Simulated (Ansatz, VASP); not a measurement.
# One calculation of Mo, two programs

```
CELL_PARAMETERS angstrom
-1.61121 1.61121 1.61121
1.61121 -1.61121 1.61121
1.61121 1.61121 -1.61121
ATOMIC_POSITIONS crystal
Mo 0.00000 0.00000 0.00000
```

Alike in both runs: task single point; functional PBE; k mesh 18 × 18 × 18; occupations gaussian, width 0.1 eV; no spin polarisation.

|  | VASP | Ansatz |
| --- | --- | --- |
| version | VASP 6.6.1 | Ansatz 0.2.0 |
| potentials or method | VASP PAW PBE potentials, release 64 (Mo_sv), cutoff 500 eV | scalar-relativistic, plane waves, PAW |
| valence electrons in the cell | 14 | 14 |

Ansatz gave:

| Quantity | Value |
| --- | --- |
| gap on the k mesh at the Fermi level (eV) | none |
| pressure (GPa) | -13.3 |

Question: Which values does VASP return?

Answer: gap on the k mesh at the Fermi level (eV): none; pressure (GPa): -12.9.

A gap of «none» marks a metal or a gap that the smearing closes.
